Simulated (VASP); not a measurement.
Set up this calculation in VASP 6.6.1, as the native input.

```
Task                   : single point
Functional             : LDA
Potentials or basis    : VASP PAW LDA potentials, release 64 (Co)
Cutoff                 : 520 eV
k mesh                 : 24 × 24 × 12
Occupations            : gaussian, width 0.15 eV
Spin                   : collinear spin, ferromagnetic start
Starting moments       : [1.375, 1.375] μB
Fixed moment           : 2.75 μB
Dipole correction      : no
Further INCAR settings : ALGO = Normal; EDIFF = 1e-06; NBANDS = 20
```

The structure of Co lies in POSCAR:

```
Co
1.0
    2.4287596817      0.0000000000      0.0000000000
   -1.2143798408      2.1033675840      0.0000000000
    0.0000000000      0.0000000000      3.9177515245
Co
2
Direct
    0.6666666667      0.3333333333      0.2500000000
    0.3333333333      0.6666666667      0.7500000000
```

The input as run:

INCAR

```
SYSTEM = Co
  PREC = Accurate
  ENCUT = 520
  EDIFF = 1E-6
  ISMEAR = 0
  SIGMA = 0.15
  LREAL = .False.
  LASPH = .True.
  NELM = 150
  ALGO = Normal
  ISIF = 2
  LWAVE = .False.
  LCHARG = .False.
  ISPIN = 2
  MAGMOM = 1.375 1.375
  LORBIT = 11
  NUPDOWN = 2.75
  LMAXMIX = 4
  NBANDS = 20
```

KPOINTS

```
regular mesh
0
Gamma
  24 24 12
  0 0 0
```

Potentials or basis: VASP PAW LDA potentials, release 64 (Co).

The run is started by

```bash
$ cat potpaw_LDA.64/Co/POTCAR > POTCAR
$ mpirun -np 1 vasp_std > vasp.out
```

Results of the run:

```json
{
  "Pressure": "-2.7 GPa",
  "Net moment": "2.75 μB per cell",
  "Site moments": "Co +1.37 μB",
  "Valence electrons inside the program's atomic spheres": "Co 8.45"
}
```

Caveat: the total moment is fixed, so each spin has its own Fermi level.

Wall time 120 s on 1 thread of Intel(R) Xeon(R) 6975P-C (Granite Rapids) (shared host), peak memory 0.32 GiB.
